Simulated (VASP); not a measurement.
# BaTe (Cm) in VASP: single point with r2SCAN

Aim: the single point of BaTe with r2SCAN.

Program: VASP 6.6.1. These are calculated values, not measurements. Logs are shortened: lines on timing, memory, paths and dates and some standing lists are left out, and cuts for length are marked.

## Step 1: The cell of the first run

Symmetry: Cm, No. 8, monoclinic system. Conventional cell: a = 6.820 Å, b = 6.820 Å, c = 4.822 Å, α = 90.00°, β = 135.00°, γ = 90.00°. Ba (site symmetry m) has 6 Te at 3.21 to 3.61 Å within 4.2 Å. Within 4.2 Å of Te (site symmetry m) lie 6 Ba at 3.21 to 3.61 Å.

## Step 2: Single point, r2SCAN (atom 1 (Ba) moved by (-0.200, -0.100) A along x and y)

POSCAR

```
BaTe
1.0
    0.0000000000      3.4100000000      3.4100000000
    3.4100000000      0.0000000000      3.4100000000
    3.4100000000      3.4100000000      0.0000000000
Ba Te
1 1
Direct
    0.0146627566     -0.0146627566     -0.0439882698
    0.5000000000      0.5000000000      0.5000000000
```

INCAR.step1

```
PREC     = Accurate       # precision mode
ENCUT    = 520            # plane-wave cutoff, eV
ISMEAR   = 0              # smearing method
SIGMA    = 0.05           # smearing width, eV
LREAL    = False          # projectors in reciprocal space
LASPH    = True           # aspherical terms in the spheres
NELM     = 100            # most SCF steps
NBANDS   = 15             # bands
GGA      = PE             # functional
ALGO     = Normal         # electronic algorithm
EDIFF    = 1E-4           # SCF threshold, eV
LWAVE    = True           # write WAVECAR
LCHARG   = False          # write CHGCAR
```

INCAR.step2

```
PREC     = Accurate       # precision mode
ENCUT    = 520            # plane-wave cutoff, eV
EDIFF    = 1E-6           # SCF threshold, eV
ISMEAR   = 0              # smearing method
SIGMA    = 0.05           # smearing width, eV
LREAL    = False          # projectors in reciprocal space
LASPH    = True           # aspherical terms in the spheres
NELM     = 100            # most SCF steps
ALGO     = Normal         # electronic algorithm
ISIF     = 2              # what is computed and relaxed
LWAVE    = False          # write WAVECAR
LCHARG   = False          # write CHGCAR
METAGGA  = R2SCAN         # meta-GGA
LMIXTAU  = True         
NBANDS   = 15             # bands
ISTART   = 1
```

KPOINTS

```
regular mesh
0
Gamma
  8 8 8
```

Potentials or basis: VASP PAW PBE potentials, release 64 (Ba_sv, Te).

Command:

```sh
> cat potpaw_PBE.64/Ba_sv/POTCAR potpaw_PBE.64/Te/POTCAR > POTCAR
> cp INCAR.step1 INCAR
> mpirun -np 1 vasp_std > vasp.out
> cp INCAR.step2 INCAR
> mpirun -np 1 vasp_std > vasp.out
```

OUTCAR:

```text
PREC = Accurate
   ENCUT = 520
   EDIFF = 1E-6
   ISMEAR = 0
   LREAL = False
   LASPH = True
   NELM = 100
   ISIF = 2
   METAGGA = R2SCAN
   ISTART = 1

 ion  position               nearest neighbor table
   1  0.015  0.985  0.956-   2 3.21   2 3.32   2 3.42   2 3.42   2 3.52   2 3.61
   2  0.500  0.500  0.500-   1 3.21   1 3.32   1 3.42   1 3.42   1 3.52   1 3.61

  LATTYP: Found a face centered cubic cell.
 ALAT       =     6.8200000000

  Lattice vectors:

 A1 = (   0.0000000000,   3.4100000000,   3.4100000000)
 A2 = (   3.4100000000,   0.0000000000,   3.4100000000)
 A3 = (   3.4100000000,   3.4100000000,   0.0000000000)

Analysis of symmetry for initial positions (statically):
=====================================================================
 Subroutine PRICEL returns:
 Original cell was already a primitive cell.

 Routine SETGRP: Setting up the symmetry group for a
 face centered cubic supercell.

 Subroutine GETGRP returns: Found  2 space group operations
 (whereof  2 operations were pure point group operations)
 out of a pool of 48 trial point group operations.

The static configuration has the point symmetry C_1h.

Analysis of symmetry for dynamics (positions and initial velocities):
=====================================================================
 Subroutine PRICEL returns:
 Original cell was already a primitive cell.

 Routine SETGRP: Setting up the symmetry group for a
 face centered cubic supercell.

 Subroutine GETGRP returns: Found  2 space group operations
 (whereof  2 operations were pure point group operations)
 out of a pool of 48 trial point group operations.

The dynamic configuration has the point symmetry C_1h.

 Subroutine INISYM returns: Found  2 space group operations
 (whereof  2 operations are pure point group operations),
 and found     1 'primitive' translations

----------------------------------------------------------------------------------------

                                     Primitive cell

  volume of cell :      79.3036

  direct lattice vectors                    reciprocal lattice vectors
     0.000000000  3.410000000  3.410000000    -0.146627566  0.146627566  0.146627566
     3.410000000  0.000000000  3.410000000     0.146627566 -0.146627566  0.146627566
     3.410000000  3.410000000  0.000000000     0.146627566  0.146627566 -0.146627566

  length of vectors
     4.822468248  4.822468248  4.822468248     0.253966394  0.253966394  0.253966394

  position of ions in fractional coordinates (direct lattice)
     0.014662757  0.985337243  0.956011730
     0.500000000  0.500000000  0.500000000

  ion indices of the primitive-cell ions
   primitive index   ion index
[... 88 lines left out ...]
   EFERMI =   0.00;   METHOD = LEGACY
   ISMEAR =     0;   SIGMA  =   0.05  broadening in eV -4-tet -1-fermi 0-gaus
   EFERMI_NEDOS =   21; number of points for ismear=-14 and -15
   IALGO  =     38    algorithm
   IMIX   =      4    mixing-type and parameters
     AMIX     =   0.40;   BMIX     =  1.00
     AMIX_MAG =   1.60;   BMIX_MAG =  1.00
  volume/ion in A,a.u.               =      39.65       267.58
  Fermi-wavevector in a.u.,A,eV,Ry     =   0.960175  1.814468 12.543704  0.921936
  Thomas-Fermi vector in A             =   2.089436
   LORBIT       =      0    0 simple, 1 ext, 2 COOP (PROOUT), +10 PAW based schemes
   METAGGA = R2SCAN    functional components
   LHFCALC =     F    Hartree Fock is set to
   AEXX    =    0.0000 exact exchange contribution
   IVDW    =     0    specifies the selected vdW correction
   LEPSILON=     F    determine dielectric tensor
   LRPA    =     F    only Hartree local field effects (RPA)
 non-spin polarized calculation
 Gauss-broadening in eV      SIGMA  =   0.05
  energy-cutoff  :      520.00
  volume of cell :       79.30
 maximum number of plane-waves:      2150
   NGX = 17   NGY = 17   NGZ = 17

 number of electron      16.0000000 magnetization

 Free energy of the ion-electron system (eV)
  ---------------------------------------------------
  ext. energy  EPLUGINS =         0.00000000
  ---------------------------------------------------
  free energy    TOTEN  =       -55.81966289 eV

  energy without entropy =      -55.81966289  energy(sigma->0) =      -55.81966289

 E-fermi :   2.7643     XC(G=0):  -8.9594

 val. band max:        2.5115055368   @ k =   0.0000   0.0000   0.0000
 cond. band min:       4.3157944017   @ k =   0.0000   0.5000   0.5000
 fundamental gap:      1.8042888649
 Fermi energy:         2.7643016765

 k-point     1 :       0.0000    0.0000    0.0000
  band No.  band energies     occupation
      1     -25.0174      2.00000
      2      -9.8056      2.00000
      3      -9.7745      2.00000
      4      -9.7667      2.00000
      5      -7.4038      2.00000
      6       2.4926      2.00000
      7       2.4944      2.00000
      8       2.5115      2.00000
      9       5.8642      0.00000
     10       5.9786      0.00000
     11       6.0016      0.00000
     12       6.5043      0.00000
     13       6.6737      0.00000
     14       6.7943      0.00000
[... 401 lines left out ...]
      2     -10.2707      2.00000
      3      -9.8197      2.00000
      4      -9.8003      2.00000
      5      -6.6593      2.00000
      6       0.6400      2.00000
      7       1.5242      2.00000
      8       1.7522      2.00000
      9       5.8995      0.00000
     10       7.4548      0.00000
     11       7.7015      0.00000
     12       8.5743      0.00000
     13       8.8617      0.00000
     14      10.1720      0.00000
     15      11.5507      0.00000

 [... further k-points ...]

------------------------ aborting loop because EDIFF is reached ----------------------------------------

  FORCE on cell =-STRESS in cart. coord.  units (eV):
  Direction    XX          YY          ZZ          XY          YZ          ZX
  --------------------------------------------------------------------------------------
  -------------------------------------------------------------------------------------
  Total        3.0371433      2.3146070      2.0813628     -0.1429362      0.0000000      0.0000000
  in kB       61.3596293     46.7621765     42.0499262     -2.8877513      0.0000000      0.0000000
  external PRESSURE =      50.0572440 kB  Pullay stress =       0.0000000 kB

 VOLUME and BASIS-vectors are now :
 -----------------------------------------------------------------------------
  energy-cutoff  :      520.00
  volume of cell :       79.30
      direct lattice vectors                 reciprocal lattice vectors
     0.000000000  3.410000000  3.410000000    -0.146627566  0.146627566  0.146627566
     3.410000000  0.000000000  3.410000000     0.146627566 -0.146627566  0.146627566
     3.410000000  3.410000000  0.000000000     0.146627566  0.146627566 -0.146627566

 POSITION                                       TOTAL-FORCE (eV/Angst)
 -----------------------------------------------------------------------------------
      6.62000      3.31000      3.41000         0.732570      0.326852      0.000000
      3.41000      3.41000      3.41000        -0.732570     -0.326852      0.000000
 -----------------------------------------------------------------------------------
    total drift:                                0.000550      0.000289      0.000000

  FREE ENERGIE OF THE ION-ELECTRON SYSTEM (eV)
  ---------------------------------------------------
  free  energy   TOTEN  =       -55.8196628874 eV

  energy  without entropy=      -55.8196628874  energy(sigma->0) =      -55.81966289
```

It took 9.2 min on 1 thread of Intel Xeon Platinum 8488C (Sapphire Rapids), shared host; peak memory 0.36 GiB.

Results:

| Item | Value |
| --- | --- |
| Free energy | -55.8197 eV |
| Pressure | 5.0 GPa |
| Largest force | 0.802 eV/Å |
| Band gap on the k mesh | 1.80 eV, indirect (least direct gap 2.11 eV) |

Forces on the atoms (eV/Å):
```
Ba   0.733  0.327  0.000
Te  -0.733 -0.327  0.000
```

Stress tensor (GPa, compression positive):
```
 6.14 -0.29  0.00
-0.29  4.68  0.00
 0.00  0.00  4.20
```

Levels at points of the mesh, in eV from the valence-band top:
```csv
k point,band 5,band 6,band 7,band 8,band 9,band 10,band 11,band 12
"(0.00, 0.00, 0.00)",-9.92,-0.02,-0.02,0.00,3.35,3.47,3.49,3.99
"(0.50, 0.00, 0.00)",-8.88,-2.36,-1.21,-1.17,4.71,5.44,5.63,5.66
"(0.00, 0.00, 0.50)",-8.90,-2.36,-1.23,-1.21,4.76,5.56,5.63,5.65
"(0.50, 0.50, 0.00)",-9.66,-1.09,-0.46,-0.32,1.96,5.18,5.75,6.59
"(0.00, 0.50, 0.50)",-9.64,-1.05,-0.35,-0.31,1.80,5.17,5.80,6.40
"(0.50, 0.00, 0.50)",-9.66,-1.08,-0.45,-0.30,1.92,5.18,5.76,6.56
```

Caveat: the cell differs from its parent crystal (atom 1 (Ba) moved by (-0.200, -0.100) A along x and y); the PAW data sets were made with another functional, which shifts forces and pressure a little; spin-orbit coupling is left out, which moves the levels of the heavy elements. A k mesh can miss the band edges.
